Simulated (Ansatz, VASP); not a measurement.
InSe in VASP and in Ansatz

File INCAR:

```
SYSTEM = InSe
ALGO = Normal
EDIFF = 1E-6
ENCUT = 520
GGA = PE
ISIF = 2
ISMEAR = -1
LASPH = .TRUE.
LCHARG = .FALSE.
LREAL = .FALSE.
LWAVE = .FALSE.
NBANDS = 27
NELM = 60
PREC = Accurate
SIGMA = 0.02
```

The input KPOINTS:

```
k-points
0
G
  7 7 6
  0 0 0
```

File POSCAR:

```
InSe
1.0
    5.8781776766     -2.0843395134     -0.0190645134
    5.8576276766      2.0256604866     -0.0396145134
   -1.6210339782     -0.0136212036      4.3316534849
In Se
2 2
Direct
    0.8840000000      0.8840000000      0.0050000000
    0.1160000000      0.1160000000      0.9950000000
    0.6600000000      0.6600000000      0.6420000000
    0.3400000000      0.3400000000      0.3580000000
```

Input for Ansatz:

```yaml
crystal:
  lattice:
    - [5.8781776766, -2.0843395134, -0.0190645134]
    - [5.8576276766, 2.0256604866, -0.0396145134]
    - [-1.6210339782, -0.0136212036, 4.3316534849]
  atoms:
    - { symbol: In, position: [0.884, 0.884, 0.005] }
    - { symbol: In, position: [0.116, 0.116, 0.995] }
    - { symbol: Se, position: [0.66, 0.66, 0.642] }
    - { symbol: Se, position: [0.34, 0.34, 0.358] }
kpoints:
  mp_grid: { grid: [7, 7, 6] }
  band_path:
    path:
      - [0.0, 0.0, 0.0]
      - [0.0, 0.0, 0.5]
      - [0.5, 0.0, 0.0]
      - [0.0, 0.0, 0.0]
      - [0.5, 0.5, 0.0]
      - [0.0, 0.5, -0.5]
      - [0.0, 0.0, 0.0]
      - [0.0, 0.5, 0.0]
      - [0.5, 0.5, -0.5]
    npoints: 5
scf:
  occupations: { method: fermi_dirac, width: 0.02 }
hamiltonian:
  xc: pbe
  pseudopotentials: { kind: all_electron, lapw: { basis_error: 0.0005 } }
output:
  forces: true
  stress: true
  eigenvalues: true
```

Change from the starting cell: equal xy, yz and zx shear strains of -1 %.

Alike in both runs: task single point; functional PBE; k mesh 7 × 7 × 6; occupations fermi-dirac, width 0.02 eV; no spin polarisation.

```csv
,VASP,Ansatz
version,VASP 6.6.1,Ansatz 0.2.0
potentials or method,"VASP PAW PBE potentials, release 64 (In_d, Se), cutoff 520 eV","all-electron LAPW, scalar-relativistic"
```

Ansatz gave:

| Item | Value |
| --- | --- |
| gap on the k mesh at the Fermi level (eV) | 0.99 |
| pressure (GPa) | 3.1 |
| traceless stress, the component that is largest in VASP (GPa) | 2.84 |
| rms of the force components (eV/Å) | 0.424 |

Which values does VASP return?

gap on the k mesh at the Fermi level (eV): 0.99; pressure (GPa): 3.1; traceless stress, the component that is largest in VASP (GPa): 2.86; rms of the force components (eV/Å): 0.426.

Atom by atom the forces differ by 0.007 eV/Å (rms over components). Ansatz ran all-electron here, and VASP with PAW potentials.
